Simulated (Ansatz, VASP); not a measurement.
# One calculation of Tc, two programs

```
Tc
1.0
     2.74000    0.00000    0.00000
    -1.37000    2.37291    0.00000
     0.00000    0.00000    4.39800
Tc
2
Direct
  0.33333 0.66667 0.25000
  0.66667 0.33333 0.75000
```

Alike in both runs: task single point; functional PBE; k mesh 8 × 8 × 4; occupations fermi-dirac, width 0.08 eV; no spin polarisation.

```csv
,VASP,Ansatz
version,VASP 6.6.1,Ansatz 0.2.0
potentials or method,"VASP PAW PBE potentials, release 64 (Tc_pv), cutoff 520 eV","all-electron LAPW, scalar-relativistic"
```

Ansatz gave:

| Property | Result |
| --- | --- |
| pressure (GPa) | 2.4 |
| traceless stress, the component that is largest in VASP (GPa) | -1.06 |

Problem. Estimate VASP's values.

Solution. Pressure (GPa): 1.8; traceless stress, the component that is largest in VASP (GPa): -1.06.

Ansatz ran all-electron here, and VASP with PAW potentials.
